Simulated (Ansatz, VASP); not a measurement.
# One calculation of BAs2, two programs

Contents of INCAR:

```
  ALGO = Normal
  EDIFF = 1E-6
  EDIFFG = -0.04
  ENCUT = 600
  GGA = PE
  IBRION = 2
  ISIF = 3
  ISMEAR = 0
  LASPH = True
  LCHARG = False
  LREAL = False
  LWAVE = False
  NELM = 100
  NSW = 90
  PREC = Accurate
  SIGMA = 0.1
```

KPOINTS

```
k-points
0
Gamma
  6 6 6
```

The input POSCAR:

```
BAs2
1.0
    1.4958357852      0.8636211932      5.7916497454
   -1.4958357852      0.8636211932      5.7916497454
    0.0000000000     -1.7272423865      5.7916497454
B As
1 2
Direct
    0.0000000000      0.0000000000      0.0000000000
    0.7484000000      0.7484000000      0.7484000000
    0.5849000000      0.5849000000      0.5849000000
```

Input for Ansatz:

```yaml
crystal:
  lattice:
    - [1.4958357852, 0.8636211932, 5.7916497454]
    - [-1.4958357852, 0.8636211932, 5.7916497454]
    - [0.0, -1.7272423865, 5.7916497454]
  atoms:
    - { symbol: B, position: [0.0, 0.0, 0.0] }
    - { symbol: As, position: [0.7484, 0.7484, 0.7484] }
    - { symbol: As, position: [0.5849, 0.5849, 0.5849] }
basis:
  ecutwfc: 420
kpoints:
  mp_grid: { grid: [6, 6, 6] }
hamiltonian:
  xc: pbe
scf:
  occupations: { method: gaussian, width: 0.1 }
  lower_state_search: "off"
output:
  forces: true
  stress: true
  eigenvalues: true
relax:
  adjacent_minimum: "off"
  f_tol: 0.04
  max_steps: 70
  cell: { stress_tol: 0.4 }
```

Alike in both runs: task relaxation of cell and atoms; functional PBE; k mesh 6 × 6 × 6; occupations gaussian, width 0.1 eV; no spin polarisation.

|  | VASP | Ansatz |
| --- | --- | --- |
| version | VASP 6.6.1 | Ansatz 0.2.0 |
| potentials or method | VASP PAW PBE potentials, release 64 (B, As), cutoff 600 eV | scalar-relativistic, plane waves, PAW |
| valence electrons in the cell | 13 | 33 |

|  | VASP | Ansatz | Ansatz less VASP |
| --- | --- | --- | --- |
| gap on the k mesh at the Fermi level, each at its own relaxed structure (eV) | none | none | - |
| relaxed volume (Å³/atom) | 17.77 | 17.59 | -0.180 |
| relaxed length of the cell vector where the two differ most in proportion (Å) | 6.231 | 6.191 | -0.0402 |

A gap of «none» marks a metal or a gap that the smearing closes. VASP's potentials hold 13 valence electrons a cell and Ansatz's 33, so a difference there can come from the potentials and not from the codes.

The k mesh is coarse, so the values compare programs but aren't converged. Noted on VASP's run: the volume moved by over 15 % at a fixed basis, so the end points are rough.
